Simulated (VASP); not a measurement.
# AlP (F-43m) in VASP: settings compared

The runs below take AlP through G0W0 quasiparticle levels, with r2SCAN, PBE.

Program: VASP 6.6.1. These are calculated values, not measurements. Logs are shortened: lines on timing, memory, paths and dates and some standing lists are left out, and cuts for length are marked.

## (1) The cell of the first run

It takes space group F-43m (No. 216, cubic). The conventional cell has a = 5.479 Å, b = 5.479 Å, c = 5.479 Å, α = 90.00°, β = 90.00°, γ = 90.00°. Within 3.1 Å of Al (site symmetry -43m) lie 4 P at 2.37 Å. Within 3.1 Å of P (site symmetry -43m) lie 4 Al at 2.37 Å.

## (2) G0W0 quasiparticle levels, r2SCAN

The input, POSCAR:

```
AlP
1.0
    0.0000000000      2.7392583532      2.7392583532
    2.7392583532      0.0000000000      2.7392583532
    2.7392583532      2.7392583532      0.0000000000
Al P
1 1
Direct
    0.0000000000      0.0000000000      0.0000000000
    0.7500000000      0.7500000000      0.7500000000
```

The input, INCAR.step1:

```
SYSTEM = AlP
PREC = Accurate ; ENCUT = 500
EDIFF = 1E-8 ; ISMEAR = 0
SIGMA = 0.01 ; LREAL = .False.
LASPH = .True. ; NELM = 60
ALGO = Normal ; LWAVE = .True.
LCHARG = .False. ; METAGGA = R2SCAN
LMIXTAU = .True.
```

The input, INCAR.step2:

```
SYSTEM = AlP
PREC = Accurate ; ENCUT = 500
EDIFF = 1E-8 ; ISMEAR = 0
SIGMA = 0.01 ; LREAL = .False.
LASPH = .True. ; NELM = 1
ALGO = Exact ; LWAVE = .True.
LCHARG = .False. ; METAGGA = R2SCAN
LMIXTAU = .True. ; NBANDS = 308
LOPTICS = .True. ; ISTART = 1
```

The input, INCAR.step3:

```
SYSTEM = AlP
PREC = Accurate ; ENCUT = 500
EDIFF = 1E-8 ; ISMEAR = 0
SIGMA = 0.01 ; LREAL = .False.
LASPH = .True. ; ALGO = EVGW0
LWAVE = .False. ; LCHARG = .False.
METAGGA = R2SCAN ; LMIXTAU = .True.
NELMGW = 1 ; NBANDS = 308
ENCUTGW = 200 ; NOMEGA = 48
PRECFOCK = Fast ; ISTART = 1
NBANDSGW = 12
```

The input, KPOINTS:

```
regular mesh
0
Gamma
  6 6 6
  0 0 0
```

Potentials or basis: VASP PAW PBE potentials, release 64 (Al_GW, P_GW).

Command:

```console
cat potpaw_PBE.64/Al_GW/POTCAR potpaw_PBE.64/P_GW/POTCAR > POTCAR
cp INCAR.step1 INCAR
mpirun -np 1 vasp_std > vasp.out
cp INCAR.step2 INCAR
mpirun -np 1 vasp_std > vasp.out
cp INCAR.step3 INCAR
mpirun -np 1 vasp_std > vasp.out
```

OUTCAR:

```text
SYSTEM = AlP
   PREC = Accurate
   ENCUT = 500
   EDIFF = 1E-8
   ISMEAR = 0
   LREAL = .False.
   LASPH = .True.
   METAGGA = R2SCAN
   NELMGW = 1
   ENCUTGW = 200
   PRECFOCK = Fast
   ISTART = 1

 ion  position               nearest neighbor table
   1  0.000  0.000  0.000-   2 2.37   2 2.37   2 2.37   2 2.37
   2  0.750  0.750  0.750-   1 2.37   1 2.37   1 2.37   1 2.37

  LATTYP: Found a face centered cubic cell.
 ALAT       =     5.4785167064

  Lattice vectors:

 A1 = (   0.0000000000,   2.7392583532,   2.7392583532)
 A2 = (   2.7392583532,   0.0000000000,   2.7392583532)
 A3 = (   2.7392583532,   2.7392583532,   0.0000000000)

Analysis of symmetry for initial positions (statically):
=====================================================================
 Subroutine PRICEL returns:
 Original cell was already a primitive cell.

 Routine SETGRP: Setting up the symmetry group for a
 face centered cubic supercell.

 Subroutine GETGRP returns: Found 24 space group operations
 (whereof 24 operations were pure point group operations)
 out of a pool of 48 trial point group operations.

The static configuration has the point symmetry T_d .

Analysis of symmetry for dynamics (positions and initial velocities):
=====================================================================
 Subroutine PRICEL returns:
 Original cell was already a primitive cell.

 Routine SETGRP: Setting up the symmetry group for a
 face centered cubic supercell.

 Subroutine GETGRP returns: Found 24 space group operations
 (whereof 24 operations were pure point group operations)
 out of a pool of 48 trial point group operations.

The dynamic configuration has the point symmetry T_d .

 Subroutine INISYM returns: Found 24 space group operations
 (whereof 24 operations are pure point group operations),
 and found     1 'primitive' translations

----------------------------------------------------------------------------------------

                                     Primitive cell

  volume of cell :      41.1082

  direct lattice vectors                    reciprocal lattice vectors
     0.000000000  2.739258353  2.739258353    -0.182531158  0.182531158  0.182531158
     2.739258353  0.000000000  2.739258353     0.182531158 -0.182531158  0.182531158
     2.739258353  2.739258353  0.000000000     0.182531158  0.182531158 -0.182531158

  length of vectors
     3.873896314  3.873896314  3.873896314     0.316153240  0.316153240  0.316153240

  position of ions in fractional coordinates (direct lattice)
     0.000000000  0.000000000  0.000000000
     0.750000000  0.750000000  0.750000000

  ion indices of the primitive-cell ions
   primitive index   ion index
                 1           1
                 2           2

----------------------------------------------------------------------------------------

 KPOINTS: regular mesh

Automatic generation of k-mesh.
 Grid dimensions read from file:
 generate k-points for:    6    6    6

 Generating k-lattice:

  Cartesian coordinates                     Fractional coordinates (reciprocal lattice)
    -0.030421860  0.030421860  0.030421860     0.166666667  0.000000000  0.000000000
     0.030421860 -0.030421860  0.030421860     0.000000000  0.166666667  0.000000000
     0.030421860  0.030421860 -0.030421860     0.000000000  0.000000000  0.166666667

  Length of vectors
     0.052692207  0.052692207  0.052692207

  Shift w.r.t. Gamma in fractional coordinates (k-lattice)
     0.000000000  0.000000000  0.000000000

 Subroutine IBZKPT returns following result:
 ===========================================

 Found     16 irreducible k-points:

 Following reciprocal coordinates:
            Coordinates               Weight
  0.000000  0.000000  0.000000      1.000000
  0.166667  0.000000  0.000000      8.000000
  0.333333  0.000000  0.000000      8.000000
  0.500000  0.000000  0.000000      4.000000
  0.166667  0.166667  0.000000      6.000000
  0.333333  0.166667  0.000000     24.000000
[... 8 lines left out ...]
 -0.333333  0.333333  0.166667     24.000000
 -0.333333  0.500000  0.166667     12.000000
   k-points           NKPTS =     16   k-points in BZ     NKDIM =    216   number of bands    NBANDS=    308
   number of dos      NEDOS =    301   number of ions     NIONS =      2
   total plane-waves  NPLWV =  21952
   dimension x,y,z NGX =    28 NGY =   28 NGZ =   28
   dimension x,y,z NGXF=    56 NGYF=   56 NGZF=   56
   ions per type =               1   1
   NGX,Y,Z   is equivalent  to a cutoff of  12.02, 12.02, 12.02 a.u.
   NGXF,Y,Z  is equivalent  to a cutoff of  24.03, 24.03, 24.03 a.u.
 SYSTEM =  AlP
   PREC   = accura    normal or accurate (medium, high low for compatibility)
   ISTART =      1    job   : 0-new  1-cont  2-samecut
   ICHARG =      0    charge: 1-file 2-atom 10-const
   ISPIN  =      1    spin polarized calculation?
   LNONCOLLINEAR =      F non collinear calculations
   LSORBIT =      F    spin-orbit coupling
   LASPH  =      T    aspherical Exc in radial PAW
   ENCUT  =  500.0 eV  36.75 Ry    6.06 a.u.   7.06  7.06  7.06*2*pi/ulx,y,z
   NELM   =     60;   NELMIN=  2; NELMDL=  0     # of ELM steps
   EDIFF  = 0.1E-07   stopping-criterion for ELM
   LREAL  =      F    real-space projection
   EDIFFG = 0.1E-06   stopping-criterion for IOM
   NSW    =      0    number of steps for IOM
   IBRION =     -1    ionic relax: 0-MD 1-quasi-New 2-CG
   NFREE  =      0    steps in history (QN), initial steepest desc. (CG)
   ISIF   =      0    stress and relaxation
   ISYM   =      3    0-nonsym 1-usesym 2-fastsym
   POTIM  = 0.5000    time-step for ionic-motion
   TEBEG  =    0.0;   TEEND  =   0.0 temperature during run
   PSTRESS=    0.0 pullay stress
   NELECT =       8.0000    total number of electrons
   NUPDOWN=      -1.0000    fix difference up-down
   EMIN   =  10.00;   EMAX   =-10.00  energy-range for DOS
   EFERMI =   0.00;   METHOD = LEGACY
   ISMEAR =     0;   SIGMA  =   0.01  broadening in eV -4-tet -1-fermi 0-gaus
   EFERMI_NEDOS =   21; number of points for ismear=-14 and -15
   IALGO  =     38    algorithm
   IMIX   =      4    mixing-type and parameters
     AMIX     =   0.40;   BMIX     =  1.00
     AMIX_MAG =   1.60;   BMIX_MAG =  1.00
  volume/ion in A,a.u.               =      20.55       138.71
  Fermi-wavevector in a.u.,A,eV,Ry     =   0.948699  1.792781 12.245652  0.900030
  Thomas-Fermi vector in A             =   2.076912
   LORBIT       =      0    0 simple, 1 ext, 2 COOP (PROOUT), +10 PAW based schemes
   METAGGA = R2SCAN    functional components
   LHFCALC =     T    Hartree Fock is set to
   PRECFOCK=fast      Normal, Fast or Accurate (Low or Medium for compatibility)
   ENCUT4O =  -1.0   cutoff for four orbital integrals eV
   NKREDX  =     1    reduce k-point grid by
   NKREDY  =     1    reduce k-point grid by
   NKREDZ  =     1    reduce k-point grid by
   AEXX    =    1.0000 exact exchange contribution
   HFSCREEN=    0.0000 screening length (either q_TF or 0.3 A-1)
   HFSCREENC=   0.0000 screening length for correlation (either q_TF or 0.3 A-1)
   ENCUTFOCK=  -1.0 apply spherical cutoff to Coloumb kernel
   IVDW    =     0    specifies the selected vdW correction
   LEPSILON=     F    determine dielectric tensor
   LRPA    =     F    only Hartree local field effects (RPA)
   LRPAFORCE           =     F    calculate RPA forces
   ENCUTGW             = 200.0    cutoff for response function in eV
   ENCUTGWSOFT         = 160.0    soft cutoff for Coulomb kernel in GW response function in eV
   ENCUTLF             =  -1.0    cutoff for local field effects
   NELMGW              =     1    number of iterations in solving QP/BSE equation
   NELMHF              =     1    number of iterations in the inner HF iteration
   NKREDLFX            =     1    NKREDLFY  =   1   NKREDLFZ  =   1
 non-spin polarized calculation
 Gauss-broadening in eV      SIGMA  =   0.01
  energy-cutoff  :      500.00
  volume of cell :       41.11
 maximum number of plane-waves:      1056
  NGX = 16; NGY = 16; NGZ = 16
   NGX = 15   NGY = 15   NGZ = 15
 maximum number of plane-waves:       274

 QP shifts <psi_nk| G(iteration)W_0 |psi_nk>: iteration 1
 for sc-GW calculations column KS-energies equals QP-energies in previous step
 and V_xc(KS)=  KS-energies - (<T + V_ion + V_H > + <T+V_H+V_ion>^1  + <V_x>^1)

 k-point   1 :       0.0000    0.0000    0.0000
  band No.  KS-energies  QP-energies   sigma(KS)   V_xc(KS)     V^pw_x(r,r')   Z            occupation Imag(sigma)

      1      -8.3361      -8.6041     -12.1611     -11.7688     -18.4029       0.6832       2.0000       1.2277
      2       3.6098       2.9278     -13.0169     -12.1327     -14.0277       0.7714       2.0000      -0.0012
      3       3.6098       2.9278     -13.0169     -12.1327     -14.0277       0.7714       2.0000      -0.0012
      4       3.6098       2.9278     -13.0169     -12.1327     -14.0277       0.7714       2.0000      -0.0012
      5       7.5028       7.4007      -9.6646      -9.5339      -5.4609       0.7801       0.0000      -0.1192
      6       8.5532       8.7511      -9.1303      -9.3861      -4.8854       0.7737       0.0000      -0.1142
      7       8.5532       8.7511      -9.1303      -9.3861      -4.8854       0.7737       0.0000      -0.1142
      8       8.5532       8.7511      -9.1303      -9.3861      -4.8854       0.7737       0.0000      -0.1142
      9      12.9003      13.0993      -9.3327      -9.5971      -4.1814       0.7527       0.0000      -0.2101
     10      12.9003      13.0993      -9.3327      -9.5971      -4.1814       0.7527       0.0000      -0.2101
     11      14.7126      14.1989      -7.6893      -7.0142      -2.2555       0.7611       0.0000      -0.3603
     12      16.7072      16.1311      -8.0297      -7.2695      -2.0727       0.7578       0.0000      -0.5665

 k-point   2 :       0.1667    0.0000    0.0000
  band No.  KS-energies  QP-energies   sigma(KS)   V_xc(KS)     V^pw_x(r,r')   Z            occupation Imag(sigma)

      1      -8.0235      -8.2877     -12.2262     -11.8389     -18.3634       0.6821       2.0000       1.1723
      2       1.7356       1.0329     -12.2927     -11.3603     -13.8543       0.7536       2.0000       0.0165
      3       3.3611       2.6794     -12.8946     -12.0079     -13.9732       0.7688       2.0000      -0.0002
      4       3.3611       2.6794     -12.8946     -12.0079     -13.9732       0.7688       2.0000      -0.0002
      5       7.7184       7.7671      -9.3078      -9.3702      -5.1767       0.7807       0.0000      -0.1126
      6       9.0052       9.1907      -9.2234      -9.4641      -4.8370       0.7702       0.0000      -0.1202
      7       9.0052       9.1907      -9.2234      -9.4641      -4.8370       0.7702       0.0000      -0.1202
      8       9.7942       9.7803      -9.9013      -9.8831      -5.2943       0.7615       0.0000      -0.1385
      9      12.2785      12.3976      -8.9850      -9.1422      -3.9575       0.7578       0.0000      -0.2002
     10      12.2785      12.3976      -8.9850      -9.1422      -3.9575       0.7578       0.0000      -0.2002
     11      15.2448      14.7263      -7.6071      -6.9295      -2.0501       0.7653       0.0000      -0.4334
     12      16.5854      16.1115      -8.0329      -7.4120      -2.2666       0.7634       0.0000      -0.5246
[... 196 lines left out ...]
      1      -6.1071      -6.3636     -13.0050     -12.6375     -18.4701       0.6980       2.0000       0.8250
      2      -1.4665      -2.1224     -11.5413     -10.6161     -14.5287       0.7090       2.0000       0.1383
      3       0.4263      -0.2713     -11.6816     -10.7383     -13.7675       0.7395       2.0000       0.0397
      4       1.5913       0.8979     -12.0002     -11.0810     -13.6102       0.7543       2.0000       0.0143
      5       8.0496       8.0912      -9.0304      -9.0840      -4.9156       0.7779       0.0000      -0.1137
      6       9.0400       9.1189      -9.1014      -9.2036      -4.6883       0.7723       0.0000      -0.1250
      7      11.0045      11.0776      -9.7195      -9.8171      -4.7329       0.7493       0.0000      -0.1701
      8      11.7907      11.7933      -9.2884      -9.2918      -4.2057       0.7516       0.0000      -0.1976
      9      13.1218      13.0634      -9.4931      -9.4139      -3.8585       0.7377       0.0000      -0.2909
     10      16.3076      16.0456      -9.5600      -9.2055      -3.3389       0.7389       0.0000      -0.5491
     11      17.2393      17.0776      -9.8844      -9.6675      -3.5969       0.7453       0.0000      -0.6195
     12      18.9797      18.5076      -8.3578      -7.7351      -2.2837       0.7581       0.0000      -0.7039

 k-point  16 :      -0.3333    0.5000    0.1667
  band No.  KS-energies  QP-energies   sigma(KS)   V_xc(KS)     V^pw_x(r,r')   Z            occupation Imag(sigma)

      1      -5.9021      -6.1556     -13.1146     -12.7535     -18.5114       0.7021       2.0000       0.7900
      2      -1.5186      -2.1704     -11.6096     -10.6874     -14.6393       0.7067       2.0000       0.1446
      3       0.6368      -0.0625     -11.7760     -10.8336     -13.7808       0.7421       2.0000       0.0330
      4       0.9005       0.2068     -11.6346     -10.7052     -13.4717       0.7464       2.0000       0.0249
      5       7.2990       7.3090      -8.8181      -8.8307      -4.8626       0.7838       0.0000      -0.1108
      6       8.3329       8.4535      -9.2107      -9.3658      -5.0272       0.7777       0.0000      -0.1133
      7      11.8399      11.7868      -9.1429      -9.0717      -3.8944       0.7468       0.0000      -0.2171
      8      12.1566      12.2046      -9.7733      -9.8377      -4.5391       0.7456       0.0000      -0.2102
      9      15.6891      15.3515      -9.6175      -9.1547      -3.3058       0.7292       0.0000      -0.5173
     10      16.1455      16.2082     -10.5186     -10.6036      -4.2970       0.7380       0.0000      -0.5136
     11      17.7604      17.3629      -9.6044      -9.0728      -3.2200       0.7478       0.0000      -0.6900
     12      18.3977      18.2757     -10.0942      -9.9308      -3.6176       0.7461       0.0000      -0.7294
```

It took 41 min on 1 thread of Intel Xeon 8259CL, shared host; peak memory 1.6 GiB.

Results:

```yaml
Quasiparticle_gap: 2.62 eV
Least_direct_quasiparticle_gap: 4.47 eV
Band_gap_of_the_starting_levels_on_the_mesh: 1.93 eV
Least_direct_gap_of_the_starting_levels_on_the_mesh: 3.89 eV
```

Caveat: bands, screening cutoff and mesh are small and nothing is extrapolated, so the quasiparticle values aren't converged.

(Part 1 of 2 ends here.)
